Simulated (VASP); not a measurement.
# MgO (Amm2) in VASP: notebook

The runs below take MgO through single point, with PBE.

Program: VASP 6.6.1. These are calculated values, not measurements. Logs are shortened: lines on timing, memory, paths and dates and some standing lists are left out, and cuts for length are marked.

### Step 1. The cell of the first run

It takes space group Amm2 (No. 38, orthorhombic). Conventional cell: a = 4.270 Å, b = 6.039 Å, c = 6.039 Å, α = 90.00°, β = 90.00°, γ = 90.00°. Within 2.7 Å of Mg (site symmetry mm2) lie 6 O at 2.05 to 2.22 Å. Within 2.8 Å of Mg (site symmetry mm2) lie 6 O at 2.14 Å. Mg (site symmetry m) has 6 O at 2.14 Å within 2.8 Å. Within 2.8 Å of O (site symmetry mm2) lie 6 Mg at 2.14 Å. O (site symmetry mm2) has 6 Mg at 2.14 Å within 2.8 Å. O (site symmetry m) has 6 Mg at 2.05 to 2.22 Å within 2.7 Å.

### Step 2. Single point, PBE (atom 1 (Mg) moved -0.120 Å along Cartesian [1 1 0])

Input file INCAR:

```
SYSTEM = MgO
PREC = Accurate
ENCUT = 520
EDIFF = 1E-6
ISMEAR = 0
SIGMA = 0.05
LREAL = .FALSE.
LASPH = .TRUE.
NELM = 100
ALGO = Normal
ISIF = 2
LWAVE = .FALSE.
LCHARG = .FALSE.
GGA = PE
NBANDS = 26
```

Input file KPOINTS:

```
Automatic mesh
0
G
  6 6 6
  0 0 0
```

Input file POSCAR:

```
MgO
1.0
    4.2703000000      0.0000000000      0.0000000000
    0.0000000000     -4.2703000000      0.0000000000
    0.0000000000      0.0000000000     -4.2703000000
Mg O
4 4
Direct
   -0.0198704573      0.5198704573      0.5000000000
    0.5000000000      0.0000000000      0.5000000000
    0.5000000000      0.5000000000      0.0000000000
    0.0000000000      0.0000000000      0.0000000000
    0.5000000000      0.0000000000      0.0000000000
    0.0000000000      0.5000000000      0.0000000000
    0.0000000000      0.0000000000      0.5000000000
    0.5000000000      0.5000000000      0.5000000000
```

Potentials or basis: VASP PAW PBE potentials, release 64 (Mg, O).

The run is started by

```bash
cat potpaw_PBE.64/Mg/POTCAR potpaw_PBE.64/O/POTCAR > POTCAR
mpirun -np 1 vasp_std > vasp.out
```

OUTCAR:

```text
SYSTEM = MgO
   PREC = Accurate
   ENCUT = 520
   EDIFF = 1E-6
   ISMEAR = 0
   LREAL = .FALSE.
   LASPH = .TRUE.
   NELM = 100
   ISIF = 2
   GGA = PE

 ion  position               nearest neighbor table
   1  0.980  0.520  0.500-   7 2.05   8 2.05   6 2.14   6 2.14   8 2.22   7 2.22   2 2.90   3 2.96
                             4 2.96   4 2.96   3 2.96   2 3.02   2 3.02   3 3.08   4 3.08   3 3.08
   2  0.500  0.000  0.500-   5 2.14   7 2.14   8 2.14   5 2.14   8 2.14   7 2.14   1 2.90   4 3.02
                             4 3.02   3 3.02   3 3.02   3 3.02   4 3.02   3 3.02   4 3.02   1 3.02
   3  0.500  0.500  0.000-   5 2.14   6 2.14   8 2.14   8 2.14   5 2.14   6 2.14   1 2.96   1 2.96
                             2 3.02   2 3.02   4 3.02   4 3.02   2 3.02   4 3.02   2 3.02   4 3.02
   4  0.000  0.000  0.000-   5 2.14   6 2.14   7 2.14   7 2.14   6 2.14   5 2.14   1 2.96   1 2.96
                             2 3.02   3 3.02   3 3.02   2 3.02   3 3.02   2 3.02   2 3.02   3 3.02
   5  0.500  0.000  0.000-   2 2.14   3 2.14   4 2.14   2 2.14   3 2.14   4 2.14
   6  0.000  0.500  0.000-   3 2.14   4 2.14   4 2.14   3 2.14   1 2.14   1 2.14
   7  0.000  0.000  0.500-   1 2.05   2 2.14   4 2.14   4 2.14   2 2.14   1 2.22
   8  0.500  0.500  0.500-   1 2.05   2 2.14   3 2.14   3 2.14   2 2.14   1 2.22

  LATTYP: Found a simple cubic cell.
 ALAT       =     4.2703000000

  Lattice vectors:

 A1 = (   4.2703000000,   0.0000000000,   0.0000000000)
 A2 = (   0.0000000000,  -4.2703000000,   0.0000000000)
 A3 = (   0.0000000000,   0.0000000000,  -4.2703000000)

Analysis of symmetry for initial positions (statically):
=====================================================================
 Subroutine PRICEL returns:
 Original cell was already a primitive cell.

 Routine SETGRP: Setting up the symmetry group for a
 simple cubic supercell.

 Subroutine GETGRP returns: Found  4 space group operations
 (whereof  2 operations were pure point group operations)
 out of a pool of 48 trial point group operations.

The static configuration has the point symmetry C_1h.
 The point group associated with its full space group is C_2v.

Analysis of symmetry for dynamics (positions and initial velocities):
=====================================================================
 Subroutine PRICEL returns:
 Original cell was already a primitive cell.

 Routine SETGRP: Setting up the symmetry group for a
 simple cubic supercell.

 Subroutine GETGRP returns: Found  4 space group operations
 (whereof  2 operations were pure point group operations)
 out of a pool of 48 trial point group operations.

The dynamic configuration has the point symmetry C_1h.
 The point group associated with its full space group is C_2v.

 Subroutine INISYM returns: Found  4 space group operations
 (whereof  2 operations are pure point group operations),
 and found     1 'primitive' translations

----------------------------------------------------------------------------------------

                                     Primitive cell

  volume of cell :      77.8709

  direct lattice vectors                    reciprocal lattice vectors
     4.270300000  0.000000000  0.000000000     0.234175585  0.000000000  0.000000000
     0.000000000 -4.270300000  0.000000000     0.000000000 -0.234175585  0.000000000
     0.000000000  0.000000000 -4.270300000     0.000000000  0.000000000 -0.234175585

  length of vectors
     4.270300000  4.270300000  4.270300000     0.234175585  0.234175585  0.234175585

  position of ions in fractional coordinates (direct lattice)
     0.980129543  0.519870457  0.500000000
     0.500000000  0.000000000  0.500000000
     0.500000000  0.500000000  0.000000000
     0.000000000  0.000000000  0.000000000
     0.500000000  0.000000000  0.000000000
     0.000000000  0.500000000  0.000000000
     0.000000000  0.000000000  0.500000000
     0.500000000  0.500000000  0.500000000

  ion indices of the primitive-cell ions
   primitive index   ion index
                 1           1
                 2           2
                 3           3
                 4           4
                 5           5
                 6           6
                 7           7
                 8           8

----------------------------------------------------------------------------------------

 KPOINTS: Automatic mesh

Automatic generation of k-mesh.
 Grid dimensions read from file:
 generate k-points for:    6    6    6

 Generating k-lattice:

  Cartesian coordinates                     Fractional coordinates (reciprocal lattice)
     0.039029264  0.000000000  0.000000000     0.166666667  0.000000000  0.000000000
     0.000000000 -0.039029264  0.000000000     0.000000000  0.166666667  0.000000000
     0.000000000  0.000000000 -0.039029264     0.000000000  0.000000000  0.166666667

  Length of vectors
     0.039029264  0.039029264  0.039029264

  Shift w.r.t. Gamma in fractional coordinates (k-lattice)
     0.000000000  0.000000000  0.000000000

 Subroutine IBZKPT returns following result:
 ===========================================

 Found     52 irreducible k-points:

 Following reciprocal coordinates:
            Coordinates               Weight
  0.000000  0.000000  0.000000      1.000000
  0.166667  0.000000  0.000000      4.000000
  0.000000  0.000000  0.166667      2.000000
  0.333333  0.000000  0.000000      4.000000
  0.000000  0.000000  0.333333      2.000000
  0.500000  0.000000  0.000000      2.000000
[... 16 lines left out ...]
  0.333333  0.000000  0.500000      4.000000
  0.500000  0.500000  0.000000      1.000000
 [... further k-points ...]
   k-points           NKPTS =     52   k-points in BZ     NKDIM =     52   number of bands    NBANDS=     26
   number of dos      NEDOS =    301   number of ions     NIONS =      8
   total plane-waves  NPLWV =  32768
   dimension x,y,z NGX =    32 NGY =   32 NGZ =   32
   dimension x,y,z NGXF=    64 NGYF=   64 NGZF=   64
   ions per type =               4   4
   NGX,Y,Z   is equivalent  to a cutoff of  12.46, 12.46, 12.46 a.u.
   NGXF,Y,Z  is equivalent  to a cutoff of  24.92, 24.92, 24.92 a.u.
 SYSTEM =  MgO
   PREC   = accura    normal or accurate (medium, high low for compatibility)
   ISTART =      0    job   : 0-new  1-cont  2-samecut
   ICHARG =      2    charge: 1-file 2-atom 10-const
   ISPIN  =      1    spin polarized calculation?
   LNONCOLLINEAR =      F non collinear calculations
   LSORBIT =      F    spin-orbit coupling
   LASPH  =      T    aspherical Exc in radial PAW
   ENCUT  =  520.0 eV  38.22 Ry    6.18 a.u.   7.94  7.94  7.94*2*pi/ulx,y,z
   NELM   =    100;   NELMIN=  2; NELMDL= -5     # of ELM steps
   EDIFF  = 0.1E-05   stopping-criterion for ELM
   LREAL  =      F    real-space projection
   EDIFFG = 0.1E-04   stopping-criterion for IOM
   NSW    =      0    number of steps for IOM
   IBRION =     -1    ionic relax: 0-MD 1-quasi-New 2-CG
   NFREE  =      0    steps in history (QN), initial steepest desc. (CG)
   ISIF   =      2    stress and relaxation
   ISYM   =      2    0-nonsym 1-usesym 2-fastsym
   POTIM  = 0.5000    time-step for ionic-motion
   TEBEG  =    0.0;   TEEND  =   0.0 temperature during run
   PSTRESS=    0.0 pullay stress
   NELECT =      32.0000    total number of electrons
   NUPDOWN=      -1.0000    fix difference up-down
   EMIN   =  10.00;   EMAX   =-10.00  energy-range for DOS
   EFERMI =   0.00;   METHOD = LEGACY
   ISMEAR =     0;   SIGMA  =   0.05  broadening in eV -4-tet -1-fermi 0-gaus
   EFERMI_NEDOS =   21; number of points for ismear=-14 and -15
   IALGO  =     38    algorithm
   IMIX   =      4    mixing-type and parameters
     AMIX     =   0.40;   BMIX     =  1.00
     AMIX_MAG =   1.60;   BMIX_MAG =  1.00
  volume/ion in A,a.u.               =       9.73        65.69
  Fermi-wavevector in a.u.,A,eV,Ry     =   1.217119  2.300022 20.155386  1.481379
  Thomas-Fermi vector in A             =   2.352450
   LORBIT       =      0    0 simple, 1 ext, 2 COOP (PROOUT), +10 PAW based schemes
   GGA     = PE    functional components
   LHFCALC =     F    Hartree Fock is set to
   AEXX    =    0.0000 exact exchange contribution
   IVDW    =     0    specifies the selected vdW correction
   LEPSILON=     F    determine dielectric tensor
   LRPA    =     F    only Hartree local field effects (RPA)
 non-spin polarized calculation
 Gauss-broadening in eV      SIGMA  =   0.05
  energy-cutoff  :      520.00
  volume of cell :       77.87
 maximum number of plane-waves:      2176
   NGX = 15   NGY = 15   NGZ = 15

 number of electron      31.9999974 magnetization

 Free energy of the ion-electron system (eV)
  ---------------------------------------------------
  ext. energy  EPLUGINS =         0.00000000
  ---------------------------------------------------
  free energy    TOTEN  =       -47.57663417 eV

  energy without entropy =      -47.57663417  energy(sigma->0) =      -47.57663417

 E-fermi :   3.1483     XC(G=0): -10.8835

 val. band max:        2.8822869480   @ k =   0.0000   0.0000   0.0000
 cond. band min:       7.2162725742   @ k =   0.0000   0.0000   0.0000
 fundamental gap:      4.3339856262
 Fermi energy:         3.1483322778

 k-point     1 :       0.0000    0.0000    0.0000
  band No.  band energies     occupation
      1     -14.1763      2.00000
      2     -12.7568      2.00000
      3     -12.7536      2.00000
      4     -12.7412      2.00000
      5      -1.0359      2.00000
      6      -1.0349      2.00000
[... 18 lines left out ...]
     25      15.5561      0.00000
     26      15.5565      0.00000

 k-point     2 :       0.1667    0.0000    0.0000
  band No.  band energies     occupation
      1     -14.0853      2.00000
      2     -12.8506      2.00000
      3     -12.7428      2.00000
      4     -12.7346      2.00000
      5      -0.9047      2.00000
      6      -0.9040      2.00000
[... 18 lines left out ...]
     25      15.4230      0.00000
     26      15.6213      0.00000

 k-point     3 :       0.0000    0.0000    0.1667
  band No.  band energies     occupation
      1     -14.0853      2.00000
      2     -12.8501      2.00000
      3     -12.7452      2.00000
      4     -12.7327      2.00000
      5      -0.9082      2.00000
      6      -0.8979      2.00000
[... 18 lines left out ...]
     25      15.4196      0.00000
     26      15.6242      0.00000

 k-point     4 :       0.3333    0.0000    0.0000
  band No.  band energies     occupation
      1     -13.8333      2.00000
      2     -13.1193      2.00000
      3     -12.7196      2.00000
      4     -12.7116      2.00000
      5      -0.5268      2.00000
      6      -0.5255      2.00000
[... 18 lines left out ...]
     25      15.0053      0.00000
     26      15.4576      0.00000

 k-point     5 :       0.0000    0.0000    0.3333
  band No.  band energies     occupation
      1     -13.8332      2.00000
      2     -13.1193      2.00000
      3     -12.7219      2.00000
      4     -12.7098      2.00000
      5      -0.5297      2.00000
      6      -0.5197      2.00000
[... 18 lines left out ...]
     25      15.0036      0.00000
     26      15.4589      0.00000

 k-point     6 :       0.5000    0.0000    0.0000
  band No.  band energies     occupation
      1     -13.4937      2.00000
      2     -13.4678      2.00000
      3     -12.7080      2.00000
      4     -12.6999      2.00000
      5       0.0299      2.00000
      6       0.0302      2.00000
[... 427 lines left out ...]
 k-point    21 :       0.5000    0.3333    0.0000
  band No.  band energies     occupation
      1     -13.2733      2.00000
      2     -13.2527      2.00000
      3     -12.8755      2.00000
      4     -12.8645      2.00000
      5      -0.4947      2.00000
      6      -0.4681      2.00000
[... 18 lines left out ...]
     25      15.4484      0.00000
     26      15.5176      0.00000

 k-point    22 :       0.0000    0.5000    0.3333
  band No.  band energies     occupation
      1     -13.2733      2.00000
      2     -13.2525      2.00000
      3     -12.8754      2.00000
      4     -12.8649      2.00000
      5      -0.4946      2.00000
      6      -0.4713      2.00000
[... 18 lines left out ...]
     25      15.4649      0.00000
     26      15.5252      0.00000

 k-point    23 :       0.3333    0.0000    0.5000
  band No.  band energies     occupation
      1     -13.2681      2.00000
      2     -13.2577      2.00000
      3     -12.8759      2.00000
      4     -12.8644      2.00000
      5      -0.4853      2.00000
      6      -0.4798      2.00000
[... 18 lines left out ...]
     25      15.4955      0.00000
     26      15.5065      0.00000

 k-point    24 :       0.5000    0.5000    0.0000
  band No.  band energies     occupation
      1     -13.0723      2.00000
      2     -13.0633      2.00000
      3     -13.0586      2.00000
      4     -13.0368      2.00000
      5      -0.5154      2.00000
      6      -0.4873      2.00000
[... 18 lines left out ...]
     25      16.1982      0.00000
     26      16.4120      0.00000

 [... further k-points ...]
[... 5 lines left out ...]
  --------------------------------------------------------------------------------------
  -------------------------------------------------------------------------------------
  Total       -0.9355805     -0.9355805     -1.1841685      0.0037132      0.0000000      0.0000000
  in kB      -19.2493733    -19.2493733    -24.3640185      0.0763986      0.0000000      0.0000000
  external PRESSURE =     -20.9542550 kB  Pullay stress =       0.0000000 kB

 VOLUME and BASIS-vectors are now :
 -----------------------------------------------------------------------------
  energy-cutoff  :      520.00
  volume of cell :       77.87
      direct lattice vectors                 reciprocal lattice vectors
     4.270300000  0.000000000  0.000000000     0.234175585  0.000000000  0.000000000
     0.000000000 -4.270300000  0.000000000     0.000000000 -0.234175585  0.000000000
     0.000000000  0.000000000 -4.270300000     0.000000000  0.000000000 -0.234175585

 POSITION                                       TOTAL-FORCE (eV/Angst)
 -----------------------------------------------------------------------------------
      4.18545     -2.22000     -2.13515         0.741896      0.741896      0.000000
      2.13515      0.00000     -2.13515        -0.205914     -0.205914      0.000000
      2.13515     -2.13515      0.00000        -0.201617      0.059903      0.000000
      0.00000      0.00000      0.00000         0.059903     -0.201617      0.000000
      2.13515      0.00000      0.00000         0.022384      0.022384      0.000000
      0.00000     -2.13515      0.00000        -0.122549     -0.122549      0.000000
      0.00000      0.00000     -2.13515        -0.118479     -0.175625      0.000000
      2.13515     -2.13515     -2.13515        -0.175625     -0.118479      0.000000
 -----------------------------------------------------------------------------------
    total drift:                               -0.000318     -0.000318      0.000000

  FREE ENERGIE OF THE ION-ELECTRON SYSTEM (eV)
  ---------------------------------------------------
  free  energy   TOTEN  =       -47.5766341683 eV

  energy  without entropy=      -47.5766341683  energy(sigma->0) =      -47.57663417
```

It took 51 s on 1 thread of Intel Xeon 6975P-C, shared host; peak memory 0.22 GiB.

Results:

```
Free energy            : -47.5766 eV
Pressure               : -2.1 GPa
Largest force          : 1.049 eV/Å
Band gap on the k mesh : 4.33 eV
```

Forces in eV/Å, atoms in the order of the input:
```
Mg   0.742  0.742  0.000
Mg  -0.206 -0.206  0.000
Mg  -0.202  0.060  0.000
Mg   0.060 -0.202  0.000
O    0.022  0.022  0.000
O   -0.123 -0.123  0.000
O   -0.118 -0.176  0.000
O   -0.176 -0.118  0.000
```

Stress tensor (GPa, compression positive):
```
-1.92  0.01  0.00
 0.01 -1.92  0.00
 0.00  0.00 -2.44
```

Levels at points of the mesh, in eV from the valence-band top:
```tsv
k point	band 14	band 15	band 16	band 17	band 18	band 19
(0.00, 0.00, 0.00)	-0.01	0.00	0.00	4.33	9.05	9.07
(0.50, 0.00, 0.00)	-0.71	-0.69	-0.69	7.61	7.69	10.92
(0.00, 0.00, 0.50)	-0.70	-0.70	-0.70	7.65	7.66	11.00
(0.50, 0.50, 0.00)	-0.61	-0.61	-0.60	9.01	9.10	9.11
(0.00, 0.50, 0.50)	-0.61	-0.61	-0.60	9.05	9.07	9.13
(0.50, 0.50, 0.50)	-0.60	-0.60	-0.59	7.62	7.64	7.64
```

Caveat: the cell differs from its parent crystal (atom 1 (Mg) moved -0.120 Å along Cartesian [1 1 0]); forces of over 1 eV/Å act on the atoms, so gaps and moduli don't describe the material at rest.

(Continued in part 2 of 2.)
